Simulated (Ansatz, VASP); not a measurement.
**K in VASP and in Ansatz**

The input INCAR:

```
SYSTEM = K
  PREC = Accurate
  ENCUT = 520
  EDIFF = 1E-6
  ISMEAR = 0
  SIGMA = 0.15
  LREAL = .False.
  LASPH = .True.
  NELM = 60
  ALGO = Fast
  ISIF = 2
  LWAVE = .False.
  LCHARG = .False.
  GGA = PE
  NBANDS = 10
```

Contents of KPOINTS:

```
Automatic mesh
0
Gamma
  14 14 14
  0 0 0
```

Contents of POSCAR:

```
K
1.0
   -2.3562000000      2.3562000000      2.6180000000
    2.3562000000     -2.3562000000      2.6180000000
    2.3562000000      2.3562000000     -2.6180000000
K
1
Direct
    0.0000000000      0.0000000000      0.0000000000
```

Input for Ansatz:

```yaml
crystal:
  lattice:
    - [-2.3562, 2.3562, 2.618]
    - [2.3562, -2.3562, 2.618]
    - [2.3562, 2.3562, -2.618]
  atoms:
    - { symbol: K, position: [0.0, 0.0, 0.0] }
basis:
  ecutwfc: 420
kpoints:
  mp_grid: { grid: [14, 14, 14] }
hamiltonian:
  xc: pbe
scf:
  occupations: { method: gaussian, width: 0.15 }
output:
  forces: true
  stress: true
  eigenvalues: true
```

Change from the starting cell: strain -0.1000 x Voigt [1, 1, 0, 0, 0, 0], atoms carried along.

Alike in both runs: task single point; functional PBE; k mesh 14 × 14 × 14; occupations gaussian, width 0.15 eV; no spin polarisation.

|  | VASP | Ansatz |
| --- | --- | --- |
| version | VASP 6.6.1 | Ansatz 0.2.0 |
| potentials or method | VASP PAW PBE potentials, release 64 (K_sv), cutoff 520 eV | scalar-relativistic, plane waves, PAW |
| valence electrons in the cell | 9 | 9 |

|  | VASP | Ansatz | Ansatz less VASP |
| --- | --- | --- | --- |
| gap on the k mesh at the Fermi level (eV) | none | none | - |
| pressure (GPa) | 1.3 | 1.3 | +0.01 |

A gap of «none» marks a metal or a gap that the smearing closes.
